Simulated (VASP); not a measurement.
Runs of VASP 6.6.1 on CoW3. The structure is that of space group Pm-3m (No. 221), or close to it. The cells are those of the table. 

```csv
cell,further INCAR settings,gap on the mesh (eV),pressure (GPa)
"a = 3.955, b = 3.955, c = 4.051 Å, 4 atoms",ALGO = Fast; EDIFF = 1e-07; NBANDS = 34,none,-23.5
"a = 3.858, b = 3.858, c = 3.762 Å, 4 atoms",ALGO = Fast; EDIFF = 1e-07; NBANDS = 34,none,8.7
"a = 3.762, b = 3.762, c = 3.955 Å, 4 atoms",ALGO = Fast; EDIFF = 1e-06; NBANDS = 34,none,(b)
"a = 3.858, b = 3.858, c = 4.051 Å, 4 atoms",ALGO = Fast; EDIFF = 1e-07; NBANDS = 34,none,-12.6
"a = 4.051, b = 4.051, c = 3.858 Å, 4 atoms",ALGO = Fast; EDIFF = 1e-07; NBANDS = 34,none,-23.3
"a = 4.051, b = 4.051, c = 3.955 Å, 4 atoms",ALGO = Fast; EDIFF = 1e-06; NBANDS = 34,none,-27.9
"a = 3.955, b = 3.955, c = 3.858 Å, 4 atoms",ALGO = Fast; EDIFF = 1e-07; NBANDS = 34,none,-12.8
"a = 3.762, b = 3.762, c = 3.858 Å, 4 atoms",ALGO = Fast; EDIFF = 1e-06; NBANDS = 34,none,(a)
```

Alike in all rows: task single point; level PBEsol; potentials or basis VASP PAW PBE potentials, release 64 (Co, W_sv); no spin polarisation; k mesh 12 × 12 × 12; cutoff (eV) 520; smearing gaussian 0.15 eV.

Question: Fill in the values left out.

Answer: (a) 17.7; (b) 9.0.

Caveats: the PAW data sets were made with another functional, which shifts forces and pressure a little; spin-orbit coupling is left out, which moves the levels of the heavy elements; the run has no spin polarisation, though such a crystal can be magnetic; the cell stands under tension (at least some runs); the cell stands under pressure (at least some runs).

A k mesh can miss the band edges, and the runs leave out spin-orbit coupling on W.

A gap of «none» marks levels without a gap at the run's occupations.
